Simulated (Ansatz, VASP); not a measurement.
**SiC: VASP beside Ansatz**

```
CELL_PARAMETERS angstrom
3.07423 0.00000 0.00000
-1.53711 2.66236 0.00000
0.00000 0.00000 15.06818
ATOMIC_POSITIONS crystal
Si 0.66667 0.33333 0.45830
Si 0.33333 0.66667 0.95830
Si 0.66667 0.33333 0.79170
Si 0.33333 0.66667 0.29170
Si 0.00000 0.00000 0.62500
Si 0.00000 0.00000 0.12500
C 0.66667 0.33333 0.33330
C 0.33333 0.66667 0.83330
C 0.66667 0.33333 0.66670
C 0.33333 0.66667 0.16670
C 0.00000 0.00000 0.50000
C 0.00000 0.00000 0.00000
```

Alike in both runs: task single point; functional revPBE; dispersion D4; k mesh 10 × 10 × 2; occupations fermi-dirac, width 0.05 eV; no spin polarisation.

|  | VASP | Ansatz |
| --- | --- | --- |
| version | VASP 6.6.1 | Ansatz 0.2.0 |
| potentials or method | VASP PAW PBE potentials, release 64 (Si, C) | Ansatz PAW |
| plane-wave cutoff (eV) | 520 | 420 |
| valence electrons in the cell | 48 | 48 |

```csv
,VASP,Ansatz,Ansatz less VASP
gap on the k mesh at the Fermi level (eV),2.02,2.03,+0.005
least direct gap on the mesh (eV),3.12,3.13,+0.011
pressure (GPa),-2.3,-1.9,+0.42
"traceless stress, the component that is largest in VASP (GPa)",0.58,0.58,-0.002
rms of the force components (eV/Å),0.041,0.039,-0.0018
```

VASP's potentials were made for PBE, not for revPBE. Atom by atom the forces differ by 0.003 eV/Å (rms over components).
